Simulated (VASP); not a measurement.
Write the native input for VASP 6.6.1 that does the following.

```yaml
Task: single point
Functional: LDA
Potentials_or_basis: VASP PAW PBE potentials, release 64 (Lu)
Cutoff: 520 eV
k_mesh: 9 × 9 × 9
Occupations: fermi-dirac, width 0.1 eV
Spin: no spin polarisation
Dipole_correction: no
Further_INCAR_settings: ALGO = Normal; EDIFF = 1e-07; NBANDS = 32
```

The structure of Lu lies in POSCAR:

```
Lu
1.0
    0.0000000000      3.5796892456      3.5796892456
    3.5796892456      0.0000000000      3.5796892456
    3.5796892456      3.5796892456      0.0000000000
Lu
2
Direct
    0.1250000000      0.1250000000      0.1250000000
    0.8750000000      0.8750000000      0.8750000000
```

This isn't the form of Lu at room conditions, which is hcp.

These files were run (other wordings do the same):

INCAR

```
PREC = Accurate ; ENCUT = 520
EDIFF = 1E-7 ; ISMEAR = -1
SIGMA = 0.1 ; LREAL = False
LASPH = True ; NELM = 100
ALGO = Normal ; ISIF = 2
LWAVE = False ; LCHARG = False
GGA = CA ; NBANDS = 32
```

KPOINTS

```
Automatic mesh
0
Gamma
  9 9 9
```

Potentials or basis: VASP PAW PBE potentials, release 64 (Lu).

Run with:

```sh
$ cat potpaw_PBE.64/Lu/POTCAR > POTCAR
$ mpirun -np 1 vasp_std > vasp.out
```

It gave:

```yaml
Pressure: -1.0 GPa
Band_gap_on_the_k_mesh: zero (bands 25 and 26 overlap by 1.28 eV)
```

Caveat: the PAW data sets were made with another functional, which shifts forces and pressure a little; spin-orbit coupling is left out, which moves the levels of the heavy elements.

It took 3.8 min on 1 thread of AMD EPYC 7571, with other jobs on the host, peak memory 0.21 GiB.
